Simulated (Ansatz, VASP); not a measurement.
## AlNi: VASP beside Ansatz

```xyz
4
Lattice="-2.8622 0.0000 -2.8622 0.0000 -2.8622 -2.8622 -2.8622 -2.8622 0.0000" Properties=species:S:1:pos:R:3 pbc="T T T"
Al   -2.8356   -2.8356   -2.8622
Al   -0.0265   -0.0265    0.0000
Ni   -1.4311   -1.4311   -1.4311
Ni   -4.2932   -4.2932   -4.2932
```

Change from the starting cell: mode 10 (343.1 1/cm) frozen in, largest displacement +0.037 Å.

Alike in both runs: task single point; functional PBEsol; k mesh 18 × 18 × 18; occupations gaussian, width 0.15 eV; no spin polarisation.

|  | VASP | Ansatz |
| --- | --- | --- |
| version | VASP 6.6.1 | Ansatz 0.2.0 |
| potentials or method | VASP PAW PBE potentials, release 64 (Al, Ni), cutoff 600 eV | scalar-relativistic, plane waves, PAW |
| valence electrons in the cell | 26 | 42 |

Ansatz gave:

* gap on the k mesh at the Fermi level (eV): none
* pressure (GPa): 0.2
* traceless stress, the component that is largest in VASP (GPa): 0.08
* rms of the force components (eV/Å): 0.179

Problem. What did VASP give for the same quantities?

Solution. gap on the k mesh at the Fermi level (eV): none; pressure (GPa): 0.3; traceless stress, the component that is largest in VASP (GPa): 0.08; rms of the force components (eV/Å): 0.180.

VASP's potentials were made for PBE, not for PBEsol. Atom by atom the forces differ by 0.001 eV/Å (rms over components). A gap of «none» marks a metal or a gap that the smearing closes. VASP's potentials hold 26 valence electrons a cell and Ansatz's 42, so a difference there can come from the potentials and not from the codes.
